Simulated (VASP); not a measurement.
# NiO (Fm-3m) in VASP: a series of runs

Runs on NiO. Level: PBE. Tasks: single point.

All numbers are computed with VASP 6.6.1; they aren't measurements. Logs are shortened: lines on timing, memory, paths and dates and some standing lists are left out, and cuts for length are marked.

## Step 1: The cell of the first run

The structure is cubic, space group Fm-3m (No. 225). The conventional cell has a = 4.183 Å, b = 4.183 Å, c = 4.183 Å, α = 90.00°, β = 90.00°, γ = 90.00°. Ni (site symmetry m-3m) has 6 O at 2.09 Å within 2.8 Å. Within 2.8 Å of O (site symmetry m-3m) lie 6 Ni at 2.09 Å.

## Step 2: Single point, PBE, collinear spin, ferromagnetic start

Input file INCAR:

```
PREC     = Accurate       # precision mode
ENCUT    = 520            # plane-wave cutoff, eV
EDIFF    = 1E-6           # SCF threshold, eV
ISMEAR   = -1             # smearing method
SIGMA    = 0.05           # smearing width, eV
LREAL    = False          # projectors in reciprocal space
LASPH    = True           # aspherical terms in the spheres
NELM     = 150            # most SCF steps
ALGO     = Normal         # electronic algorithm
ISIF     = 2              # what is computed and relaxed
LWAVE    = False          # write WAVECAR
LCHARG   = False          # write CHGCAR
ISPIN    = 2              # spin polarisation
MAGMOM   = 0.5 0          # initial moments
LORBIT   = 11             # projections on sites
NUPDOWN  = 0.5            # fixed moment
LMAXMIX  = 4              # l up to which the mixer works
GGA      = PE             # functional
NBANDS   = 19             # bands
```

Input file KPOINTS:

```
regular mesh
0
Gamma
  9 9 9
```

Input file POSCAR:

```
NiO
1.0
    0.0000000000      2.0913095100      2.0913095100
    2.0913095100      0.0000000000      2.0913095100
    2.0913095100      2.0913095100      0.0000000000
Ni O
1 1
Direct
    0.0000000000      0.0000000000      0.0000000000
    0.5000000000      0.5000000000      0.5000000000
```

Potentials or basis: VASP PAW PBE potentials, release 64 (Ni, O).

Command:

```console
$ cat potpaw_PBE.64/Ni/POTCAR potpaw_PBE.64/O/POTCAR > POTCAR
$ mpirun -np 1 vasp_std > vasp.out
```

OUTCAR:

```text
PREC = Accurate
   ENCUT = 520
   EDIFF = 1E-6
   ISMEAR = -1
   LREAL = False
   LASPH = True
   NELM = 150
   ISIF = 2
   ISPIN = 2
   LORBIT = 11
   NUPDOWN = 0.5
   GGA = PE

 ion  position               nearest neighbor table
   1  0.000  0.000  0.000-   2 2.09   2 2.09   2 2.09   2 2.09   2 2.09   2 2.09
   2  0.500  0.500  0.500-   1 2.09   1 2.09   1 2.09   1 2.09   1 2.09   1 2.09

  LATTYP: Found a face centered cubic cell.
 ALAT       =     4.1826190200

  Lattice vectors:

 A1 = (   0.0000000000,   2.0913095100,   2.0913095100)
 A2 = (   2.0913095100,   0.0000000000,   2.0913095100)
 A3 = (   2.0913095100,   2.0913095100,   0.0000000000)

Analysis of symmetry for initial positions (statically):
=====================================================================
 Subroutine PRICEL returns:
 Original cell was already a primitive cell.

 Routine SETGRP: Setting up the symmetry group for a
 face centered cubic supercell.

 Subroutine GETGRP returns: Found 48 space group operations
 (whereof 48 operations were pure point group operations)
 out of a pool of 48 trial point group operations.

The static configuration has the point symmetry O_h .

Analysis of symmetry for dynamics (positions and initial velocities):
=====================================================================
 Subroutine PRICEL returns:
 Original cell was already a primitive cell.

 Routine SETGRP: Setting up the symmetry group for a
 face centered cubic supercell.

 Subroutine GETGRP returns: Found 48 space group operations
 (whereof 48 operations were pure point group operations)
 out of a pool of 48 trial point group operations.

The dynamic configuration has the point symmetry O_h .

Analysis of structural, dynamic, and magnetic symmetry:
=====================================================================
 Subroutine PRICEL returns:
 Original cell was already a primitive cell.

 Routine SETGRP: Setting up the symmetry group for a
 face centered cubic supercell.

 Subroutine GETGRP returns: Found 48 space group operations
 (whereof 48 operations were pure point group operations)
 out of a pool of 48 trial point group operations.

The overall configuration has the point symmetry O_h .

 Subroutine INISYM returns: Found 48 space group operations
 (whereof 48 operations are pure point group operations),
 and found     1 'primitive' translations

----------------------------------------------------------------------------------------

                                     Primitive cell

  volume of cell :      18.2930

  direct lattice vectors                    reciprocal lattice vectors
     0.000000000  2.091309510  2.091309510    -0.239084649  0.239084649  0.239084649
     2.091309510  0.000000000  2.091309510     0.239084649 -0.239084649  0.239084649
     2.091309510  2.091309510  0.000000000     0.239084649  0.239084649 -0.239084649

  length of vectors
     2.957558272  2.957558272  2.957558272     0.414106759  0.414106759  0.414106759

  position of ions in fractional coordinates (direct lattice)
     0.000000000  0.000000000  0.000000000
     0.500000000  0.500000000  0.500000000

  ion indices of the primitive-cell ions
   primitive index   ion index
                 1           1
                 2           2

----------------------------------------------------------------------------------------

 KPOINTS: regular mesh

Automatic generation of k-mesh.
 Grid dimensions read from file:
 generate k-points for:    9    9    9

 Generating k-lattice:

  Cartesian coordinates                     Fractional coordinates (reciprocal lattice)
    -0.026564961  0.026564961  0.026564961     0.111111111  0.000000000  0.000000000
     0.026564961 -0.026564961  0.026564961     0.000000000  0.111111111  0.000000000
     0.026564961  0.026564961 -0.026564961     0.000000000  0.000000000  0.111111111

  Length of vectors
     0.046011862  0.046011862  0.046011862

  Shift w.r.t. Gamma in fractional coordinates (k-lattice)
     0.000000000  0.000000000  0.000000000

 Subroutine IBZKPT returns following result:
 ===========================================

 Found     35 irreducible k-points:

 Following reciprocal coordinates:
            Coordinates               Weight
  0.000000  0.000000  0.000000      1.000000
  0.111111  0.000000  0.000000      8.000000
  0.222222  0.000000  0.000000      8.000000
  0.333333  0.000000  0.000000      8.000000
  0.444444  0.000000  0.000000      8.000000
  0.111111  0.111111  0.000000      6.000000
[... 16 lines left out ...]
 -0.333333  0.333333  0.000000     12.000000
  0.444444  0.444444  0.000000      6.000000
 [... further k-points ...]
   k-points           NKPTS =     35   k-points in BZ     NKDIM =     35   number of bands    NBANDS=     19
   number of dos      NEDOS =    301   number of ions     NIONS =      2
   total plane-waves  NPLWV =  13824
   dimension x,y,z NGX =    24 NGY =   24 NGZ =   24
   dimension x,y,z NGXF=    48 NGYF=   48 NGZF=   48
   ions per type =               1   1
   NGX,Y,Z   is equivalent  to a cutoff of  13.49, 13.49, 13.49 a.u.
   NGXF,Y,Z  is equivalent  to a cutoff of  26.98, 26.98, 26.98 a.u.
 SYSTEM =  unknown system
   PREC   = accura    normal or accurate (medium, high low for compatibility)
   ISTART =      0    job   : 0-new  1-cont  2-samecut
   ICHARG =      2    charge: 1-file 2-atom 10-const
   ISPIN  =      2    spin polarized calculation?
   LNONCOLLINEAR =      F non collinear calculations
   LSORBIT =      F    spin-orbit coupling
   LASPH  =      T    aspherical Exc in radial PAW
   ENCUT  =  520.0 eV  38.22 Ry    6.18 a.u.   5.50  5.50  5.50*2*pi/ulx,y,z
   NELM   =    150;   NELMIN=  2; NELMDL= -5     # of ELM steps
   EDIFF  = 0.1E-05   stopping-criterion for ELM
   LREAL  =      F    real-space projection
   EDIFFG = 0.1E-04   stopping-criterion for IOM
   NSW    =      0    number of steps for IOM
   IBRION =     -1    ionic relax: 0-MD 1-quasi-New 2-CG
   NFREE  =      0    steps in history (QN), initial steepest desc. (CG)
   ISIF   =      2    stress and relaxation
   ISYM   =      2    0-nonsym 1-usesym 2-fastsym
   POTIM  = 0.5000    time-step for ionic-motion
   TEBEG  =    0.0;   TEEND  =   0.0 temperature during run
   PSTRESS=    0.0 pullay stress
   NELECT =      16.0000    total number of electrons
   NUPDOWN=       0.5000    fix difference up-down
   EMIN   =  10.00;   EMAX   =-10.00  energy-range for DOS
   EFERMI =   0.00;   METHOD = LEGACY
   ISMEAR =    -1;   SIGMA  =   0.05  broadening in eV -4-tet -1-fermi 0-gaus
   EFERMI_NEDOS =   21; number of points for ismear=-14 and -15
   IALGO  =     38    algorithm
   IMIX   =      4    mixing-type and parameters
     AMIX     =   0.40;   BMIX     =  1.00
     AMIX_MAG =   1.60;   BMIX_MAG =  1.00
  volume/ion in A,a.u.               =       9.15        61.72
  Fermi-wavevector in a.u.,A,eV,Ry     =   1.565621  2.958594 33.350161  2.451168
  Thomas-Fermi vector in A             =   2.668070
   LORBIT       =     11    0 simple, 1 ext, 2 COOP (PROOUT), +10 PAW based schemes
   GGA     = PE    functional components
   LHFCALC =     F    Hartree Fock is set to
   AEXX    =    0.0000 exact exchange contribution
   IVDW    =     0    specifies the selected vdW correction
   LEPSILON=     F    determine dielectric tensor
   LRPA    =     F    only Hartree local field effects (RPA)
 spin polarized calculation
  energy-cutoff  :      520.00
  volume of cell :       18.29
 maximum number of plane-waves:       531
 NGX is ok and might be reduce to    24
   NGX = 11   NGY = 11   NGZ = 11

 number of electron      16.0000005 magnetization       0.5000000

 Free energy of the ion-electron system (eV)
  ---------------------------------------------------
  ext. energy  EPLUGINS =         0.00000000
  ---------------------------------------------------
  free energy    TOTEN  =       -11.39330838 eV

  energy without entropy =      -11.37405551  energy(sigma->0) =      -11.38368194

 E-fermi :   7.8543     XC(G=0): -12.6598

 val. band max:        7.8522738993   @ k =   0.4444   0.3333   0.0000
 cond. band min:       7.7509094954   @ k =   0.4444   0.2222   0.0000
 fundamental gap:     -0.1013644039
 Fermi energy:         7.7361265027

 spin component 1

 k-point     1 :       0.0000    0.0000    0.0000
  band No.  band energies     occupation
      1     -12.6264      1.00000
      2       4.6894      1.00000
      3       4.6894      1.00000
      4       4.6894      1.00000
      5       5.8113      1.00000
      6       5.8114      1.00000
[... 11 lines left out ...]
     18      33.9171      0.00000
     19      33.9172      0.00000
[... 485 lines left out ...]
 k-point    24 :       0.4444    0.4444    0.0000
  band No.  band energies     occupation
      1     -11.2599      1.00000
      2       0.8502      1.00000
      3       3.4326      1.00000
      4       3.4326      1.00000
      5       4.8986      1.00000
      6       6.2463      1.00000
[... 11 lines left out ...]
     18      40.5176      0.00000
     19      41.7883      0.00000

 [... further k-points ...]

 spin component 2

 k-point     1 :       0.0000    0.0000    0.0000
  band No.  band energies     occupation
      1     -12.5337      1.00000
      2       4.7939      1.00000
      3       4.7939      1.00000
      4       4.7939      1.00000
      5       6.0530      1.00000
      6       6.0530      1.00000
[... 11 lines left out ...]
     18      34.0972      0.00000
     19      34.0972      0.00000
[... 485 lines left out ...]
 k-point    24 :       0.4444    0.4444    0.0000
  band No.  band energies     occupation
      1     -11.1514      1.00000
      2       0.9374      1.00000
      3       3.5306      1.00000
      4       3.5306      1.00000
      5       5.1092      1.00000
      6       7.0200      1.00000
[... 11 lines left out ...]
     18      40.5432      0.00000
     19      41.9160      0.00000

 [... further k-points ...]

------------------------ aborting loop because EDIFF is reached ----------------------------------------

  FORCE on cell =-STRESS in cart. coord.  units (eV):
  Direction    XX          YY          ZZ          XY          YZ          ZX
  --------------------------------------------------------------------------------------
  -------------------------------------------------------------------------------------
  Total       -0.2885132     -0.2885132     -0.2885132      0.0000000      0.0000000     -0.0000000
  in kB      -25.2691878    -25.2691878    -25.2691878      0.0000000      0.0000000     -0.0000000
  external PRESSURE =     -25.2691878 kB  Pullay stress =       0.0000000 kB

 VOLUME and BASIS-vectors are now :
 -----------------------------------------------------------------------------
  energy-cutoff  :      520.00
  volume of cell :       18.29
      direct lattice vectors                 reciprocal lattice vectors
     0.000000000  2.091309510  2.091309510    -0.239084649  0.239084649  0.239084649
     2.091309510  0.000000000  2.091309510     0.239084649 -0.239084649  0.239084649
     2.091309510  2.091309510  0.000000000     0.239084649  0.239084649 -0.239084649

 POSITION                                       TOTAL-FORCE (eV/Angst)
 -----------------------------------------------------------------------------------
      0.00000      0.00000      0.00000        -0.000000     -0.000000     -0.000000
      2.09131      2.09131      2.09131         0.000000      0.000000      0.000000
 -----------------------------------------------------------------------------------
    total drift:                                0.000000     -0.000000     -0.000000

  FREE ENERGIE OF THE ION-ELECTRON SYSTEM (eV)
  ---------------------------------------------------
  free  energy   TOTEN  =       -11.3933083811 eV

  energy  without entropy=      -11.3740555073  energy(sigma->0) =      -11.38368194

 total charge

# of ion       s       p       d       tot
------------------------------------------
    1        0.323   0.385   8.334   9.042
    2        1.573   3.363   0.000   4.936
--------------------------------------------------
tot          1.896   3.748   8.334  13.978

 magnetization (x)

# of ion       s       p       d       tot
------------------------------------------
    1        0.005   0.006   0.424   0.435
    2        0.008   0.045   0.000   0.053
--------------------------------------------------
tot          0.013   0.051   0.424   0.489
```

Wall time 28 s (1 thread of Intel Xeon 8259CL, shared host); peak memory 0.16 GiB.

Results:

| Quantity | Value |
| --- | --- |
| Free energy | -11.3933 eV |
| Pressure | -2.5 GPa |
| Net moment | 0.50 μB per cell |
| Site moments | Ni +0.43; O +0.05 μB |
| Valence electrons inside the program's atomic spheres | Ni 9.04; O 4.94 |

Caveat: the total moment is fixed, so each spin has its own Fermi level; a cell with one magnetic atom can't hold antiferromagnetic order, which such compounds often take.

## Step 3: Single point, PBE, collinear spin, ferromagnetic start

Input file INCAR:

```
SYSTEM = NiO
PREC     = Accurate       ! precision mode
ENCUT    = 520            ! plane-wave cutoff, eV
EDIFF    = 1E-6           ! SCF threshold, eV
ISMEAR   = -1             ! smearing method
SIGMA    = 0.05           ! smearing width, eV
LREAL    = .FALSE.        ! projectors in reciprocal space
LASPH    = .TRUE.         ! aspherical terms in the spheres
NELM     = 150            ! most SCF steps
ALGO     = Normal         ! electronic algorithm
ISIF     = 2              ! what is computed and relaxed
LWAVE    = .FALSE.        ! write WAVECAR
LCHARG   = .FALSE.        ! write CHGCAR
ISPIN    = 2              ! spin polarisation
MAGMOM   = 0.8 0          ! initial moments
LORBIT   = 11             ! projections on sites
NUPDOWN  = 0.8            ! fixed moment
LMAXMIX  = 4              ! l up to which the mixer works
GGA      = PE             ! functional
NBANDS   = 19             ! bands
```

Input file KPOINTS:

```
Automatic mesh
0
G
  9 9 9
  0 0 0
```

POSCAR is that of step 2.

Potentials or basis: VASP PAW PBE potentials, release 64 (Ni, O).

Command:

```console
$ cat potpaw_PBE.64/Ni/POTCAR potpaw_PBE.64/O/POTCAR > POTCAR
$ mpirun -np 1 vasp_std > vasp.out
```

It took 30 s on 1 thread of Intel Xeon 8259CL, shared host; peak memory 0.16 GiB.

Results (log left out):

* Free energy: -11.4182 eV
* Pressure: -1.8 GPa
* Net moment: 0.80 μB per cell
* Site moments: Ni +0.70; O +0.08 μB
* Valence electrons inside the program's atomic spheres: Ni 9.03; O 4.94

Caveat: the total moment is fixed, so each spin has its own Fermi level; a cell with one magnetic atom can't hold antiferromagnetic order, which such compounds often take.

## Step 4: Single point, PBE, collinear spin, ferromagnetic start

Input file INCAR:

```
SYSTEM = NiO
  ALGO = Normal
  EDIFF = 1E-6
  ENCUT = 520
  GGA = PE
  ISIF = 2
  ISMEAR = -1
  ISPIN = 2
  LASPH = .TRUE.
  LCHARG = .TRUE.
  LELF = .TRUE.
  LMAXMIX = 4
  LORBIT = 11
  LREAL = .FALSE.
  LVHAR = .TRUE.
  LWAVE = .FALSE.
  MAGMOM = 1 0
  NBANDS = 19
  NELM = 150
  NUPDOWN = 1.0
  PREC = Accurate
  SIGMA = 0.05
```

Input file KPOINTS:

```
k-points
0
G
  9 9 9
  0 0 0
```

POSCAR is that of step 3.

Command:

```console
$ cat potpaw_PBE.64/Ni/POTCAR potpaw_PBE.64/O/POTCAR > POTCAR
$ mpirun -np 1 vasp_std > vasp.out
```

Run time: 36 s. Hardware: 1 thread of Intel Xeon 8259CL, shared host; peak memory 0.16 GiB.

The run converged. Its results:

```
Free energy                                           : -11.4365 eV
Pressure                                              : -1.1 GPa
Net moment                                            : 1.00 μB per cell
Site moments                                          : Ni +0.86; O +0.11 μB
Valence electrons inside the program's atomic spheres : Ni 9.02; O 4.95
```

Caveat: the total moment is fixed, so each spin has its own Fermi level; a cell with one magnetic atom can't hold antiferromagnetic order, which such compounds often take.

## Step 5: Single point, PBE, collinear spin, ferromagnetic start

Input file INCAR:

```
SYSTEM = NiO
ALGO = Normal
EDIFF = 1E-7
ENCUT = 520
GGA = PE
ISIF = 2
ISMEAR = -1
ISPIN = 2
LASPH = .TRUE.
LCHARG = .FALSE.
LMAXMIX = 4
LORBIT = 11
LREAL = .FALSE.
LWAVE = .FALSE.
MAGMOM = 1.2 0
NBANDS = 19
NELM = 150
NUPDOWN = 1.2
PREC = Accurate
SIGMA = 0.05
```

KPOINTS is that of step 4.

POSCAR is that of step 4.

Command:

```console
$ cat potpaw_PBE.64/Ni/POTCAR potpaw_PBE.64/O/POTCAR > POTCAR
$ mpirun -np 1 vasp_std > vasp.out
```

It took 45 s on 1 thread of Intel Xeon 8259CL, shared host; peak memory 0.16 GiB.

Results (log left out):

* Free energy: -11.4501 eV
* Pressure: -0.1 GPa
* Net moment: 1.20 μB per cell
* Site moments: Ni +1.02; O +0.15 μB
* Valence electrons inside the program's atomic spheres: Ni 9.01; O 4.95

Caveat: the total moment is fixed, so each spin has its own Fermi level; a cell with one magnetic atom can't hold antiferromagnetic order, which such compounds often take.

## Step 6: Overview

| fixed moment (μB) | pressure (GPa) | moment (μB) |
| --- | --- | --- |
| 0.5 | -2.5 | 0.50 |
| 0.8 | -1.8 | 0.80 |
| 1.0 | -1.1 | 1.00 |
| 1.2 | -0.1 | 1.20 |

Alike in all rows: task single point; level PBE; potentials or basis VASP PAW PBE potentials, release 64 (Ni, O); spin collinear, ferromagnetic start; cell as given; k mesh 9 × 9 × 9; cutoff (eV) 520; smearing fermi-dirac 0.05 eV.

Caveats: the total moment is fixed, so each spin has its own Fermi level; a cell with one magnetic atom can't hold antiferromagnetic order, which such compounds often take.

Absolute energies hang on the potentials; compare differences alone.
